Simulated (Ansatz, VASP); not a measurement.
## Two plane-wave programs on MnO

INCAR

```
SYSTEM = MnO
ALGO = Normal
EDIFF = 1E-6
ENCUT = 600
GGA = PS
GGA_COMPAT = .False.
ISIF = 2
ISMEAR = 0
ISPIN = 2
LASPH = .True.
LCHARG = .True.
LELF = .True.
LMAXMIX = 4
LORBIT = 11
LREAL = .False.
LVHAR = .True.
LWAVE = .False.
MAGMOM = 5.2 0
NBANDS = 20
NELM = 200
PREC = Accurate
SIGMA = 0.2
```

KPOINTS

```
k-points
0
Gamma
  5 5 5
  0 0 0
```

The input POSCAR:

```
MnO
1.0
    0.0000000000      2.2230000000      2.2230000000
    2.2230000000      0.0000000000      2.2230000000
    2.2230000000      2.2230000000      0.0000000000
Mn O
1 1
Direct
    0.0000000000      0.0000000000      0.0000000000
    0.5000000000      0.5000000000      0.5000000000
```

Input for Ansatz:

```yaml
crystal:
  lattice:
    - [0.0, 2.223, 2.223]
    - [2.223, 0.0, 2.223]
    - [2.223, 2.223, 0.0]
  atoms:
    - { symbol: Mn, position: [0.0, 0.0, 0.0], spin: 5.2 }
    - { symbol: O, position: [0.5, 0.5, 0.5], spin: 0.0 }
accuracy: medium
kpoints:
  mp_grid:
    grid: [5, 5, 5]
hamiltonian:
  xc: pbesol
  hubbard:
    - { species: Mn, l: d, u_eff: 0.0 }
magnetization:
  spin_polarized: true
scf:
  max_iter: 80
  self_checks: low
  convergence:
    dr2_threshold: 1.0e-07
  occupations:
    method: gaussian
    width: 0.2
output:
  eigenvalues: true
```

Alike in both runs: task single point; functional PBEsol; k mesh 5 × 5 × 5; occupations gaussian, width 0.2 eV; collinear spin.

|  | VASP | Ansatz |
| --- | --- | --- |
| version | VASP 6.6.1 | Ansatz 0.2.0 |
| potentials or method | VASP PAW PBE potentials, release 64 (Mn_pv, O) | plane waves, PAW |
| plane-wave cutoff (eV) | 600 | 420 |
| valence electrons in the cell | 19 | 21 |

```csv
,VASP,Ansatz,Ansatz less VASP
gap on the k mesh at the Fermi level (eV),none,none,-
net moment per atom (μB),2.37,2.37,-0.001
size of the moment on the site where the two differ most (μB),4.30,4.01,-0.287
```

VASP's potentials were made for PBE, not for PBEsol. Site moments also hang on the region over which each program counts them. A gap of «none» marks a metal or a gap that the smearing closes. VASP's potentials hold 19 valence electrons a cell and Ansatz's 21, so a difference there can come from the potentials and not from the codes. Ansatz's warnings: given moment on shells.

The k mesh is coarse, so the values compare programs but aren't converged.
